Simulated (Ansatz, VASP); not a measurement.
One calculation of CuMo, two programs

Contents of INCAR:

```
SYSTEM = CuMo
  ALGO = Fast
  EDIFF = 1E-6
  ENCUT = 520
  GGA = PE
  ISIF = 2
  ISMEAR = 0
  LASPH = .TRUE.
  LCHARG = .FALSE.
  LREAL = .FALSE.
  LWAVE = .FALSE.
  NBANDS = 20
  NELM = 80
  PREC = Accurate
  SIGMA = 0.1
```

Contents of KPOINTS:

```
k-points
0
G
  6 6 4
  0 0 0
```

The input POSCAR:

```
CuMo
1.0
    2.8362955100      0.0000000000      0.0000000000
    0.0000000000      2.8362955100      0.0000000000
    0.0000000000      0.0000000000      3.9862893400
Cu Mo
1 1
Direct
    0.0000000000      0.0000000000      0.0000000000
    0.5000000000      0.5000000000      0.5000000000
```

Input for Ansatz:

```yaml
crystal:
  lattice:
    - [2.83629551, 0.0, 0.0]
    - [0.0, 2.83629551, 0.0]
    - [0.0, 0.0, 3.98628934]
  atoms:
    - { symbol: Cu, position: [0.0, 0.0, 0.0] }
    - { symbol: Mo, position: [0.5, 0.5, 0.5] }
basis:
  ecutwfc: 420
kpoints:
  mp_grid: { grid: [6, 6, 4] }
hamiltonian:
  xc: pbe
scf:
  occupations: { method: gaussian, width: 0.1 }
  lower_state_search: "off"
output:
  forces: true
  stress: true
  eigenvalues: true
```

Change from the starting cell: species swapped into the FeNi type (P4/mmm, No. 123).

Alike in both runs: task single point; functional PBE; k mesh 6 × 6 × 4; occupations gaussian, width 0.1 eV; no spin polarisation.

|  | VASP | Ansatz |
| --- | --- | --- |
| version | VASP 6.6.1 | Ansatz 0.2.0 |
| potentials or method | VASP PAW PBE potentials, release 64 (Cu, Mo_sv), cutoff 520 eV | scalar-relativistic, plane waves, PAW |
| valence electrons in the cell | 25 | 33 |

|  | VASP | Ansatz | Ansatz less VASP |
| --- | --- | --- | --- |
| gap on the k mesh at the Fermi level (eV) | none | none | - |
| pressure (GPa) | -22.0 | -22.1 | -0.16 |
| traceless stress, the component that is largest in VASP (GPa) | 5.23 | 5.15 | -0.084 |

A gap of «none» marks a metal or a gap that the smearing closes. VASP's potentials hold 25 valence electrons a cell and Ansatz's 33, so a difference there can come from the potentials and not from the codes.

The k mesh is coarse, so the values compare programs but aren't converged.
